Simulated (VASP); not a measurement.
A run of VASP 6.6.1 is set up as follows.

Contents of INCAR:

```
SYSTEM = Be3Fe
PREC = Accurate
ENCUT = 520
EDIFF = 1E-6
ISMEAR = -1
SIGMA = 0.1
LREAL = .False.
LASPH = .True.
NELM = 150
ALGO = Normal
ISIF = 2
LWAVE = .False.
LCHARG = .False.
ISPIN = 2
MAGMOM = 0.08 0.08 0.08 2.51
LORBIT = 11
NUPDOWN = 2.8
LMAXMIX = 4
GGA = CA
NBANDS = 19
```

File KPOINTS:

```
regular mesh
0
Gamma
  7 7 7
  0 0 0
```

The input POSCAR:

```
Be3Fe
1.0
    3.2390010000      0.0000000000      0.0000000000
    0.0000000000      3.2390010000      0.0000000000
    0.0000000000      0.0000000000      3.2390010000
Be Fe
3 1
Direct
    0.0000000000      0.5000000000      0.5000000000
    0.5000000000      0.0000000000      0.5000000000
    0.5000000000      0.5000000000      0.0000000000
    0.0000000000      0.0000000000      0.0000000000
```

Potentials or basis: VASP PAW LDA potentials, release 64 (Be, Fe).

Launch:

```sh
$ cat potpaw_LDA.64/Be/POTCAR potpaw_LDA.64/Fe/POTCAR > POTCAR
$ mpirun -np 1 vasp_std > vasp.out
```

Q: Estimate the pressure.

A: -1.0 GPa.

Caveat: the total moment is fixed, so each spin has its own Fermi level.
